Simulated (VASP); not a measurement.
Set up this calculation in VASP 6.6.1, as the native input.

| Property | Result |
| --- | --- |
| Task | single point |
| Functional | PBE |
| Dispersion | D3(BJ) |
| Potentials or basis | VASP PAW PBE potentials, release 64 (Be, H) |
| Cutoff | 520 eV |
| k mesh | 4 × 4 × 3 |
| Occupations | fermi-dirac, width 0.15 eV |
| Spin | no spin polarisation |
| Dipole correction | no |
| Further INCAR settings | LREAL = Auto; ALGO = Normal; EDIFF = 1e-06; NBANDS = 30 |

The structure of Be16H (a cell with a defect) lies in POSCAR:

```
Be16H
1.0
   -2.2900000000     -3.9663960000      0.0000000000
    3.4350000000     -1.9831980000      0.0000000000
    0.0000000000      0.0000000000      7.1768600000
Be H
16 1
Direct
    0.8008568964      0.4996396777     -0.0073987789
    0.4984542549      0.2871791103      0.2475595177
    0.7347513981      0.5609550805      0.5401805246
    0.4279922581      0.3777299188      0.7124842898
    0.5385678074     -0.0132983176     -0.0357119966
    0.1756270718      0.8477688485      0.2405787489
    0.4799407237      0.0793491287      0.5079798129
    0.2761062239      0.7559776573      0.7666862667
    0.2896067323      0.4623870210      0.0293861104
    0.0415106813      0.2874408909      0.2286654609
    0.2263954389      0.4874077307      0.4886259451
   -0.0236921731      0.3253697012      0.7847861042
    0.0483529929     -0.0233396350     -0.0256240194
    0.7184800371      0.8342705342      0.2551394342
    0.0054639724      0.0087372626      0.5217880800
    0.7499171312      0.8721427163      0.7430686958
    0.8217747218      0.3002806733      0.3887075964
```

The input as run:

INCAR

```
ALGO = Normal
EDIFF = 1E-6
ENCUT = 520
GGA = PE
ISIF = 2
ISMEAR = -1
IVDW = 12
LASPH = True
LCHARG = True
LELF = True
LREAL = Auto
LVHAR = True
LWAVE = False
NBANDS = 30
NELM = 100
PREC = Accurate
SIGMA = 0.15
```

KPOINTS

```
k-points
0
Gamma
  4 4 3
```

Potentials or basis: VASP PAW PBE potentials, release 64 (Be, H).

Command:

```console
$ cat potpaw_PBE.64/Be/POTCAR potpaw_PBE.64/H/POTCAR > POTCAR
$ mpirun -np 1 vasp_std > vasp.out
```

It gave:

The pressure is 3.3 GPa and the largest force is 5.218 eV/Å. The dispersion energy per atom is -0.336 eV.

Caveat: the k points lie up to 0.40 Å⁻¹ apart.

Wall time 120 s on 1 thread of AMD EPYC 9R45 96-Core Processor (Zen 5) (shared host), peak memory 0.23 GiB.
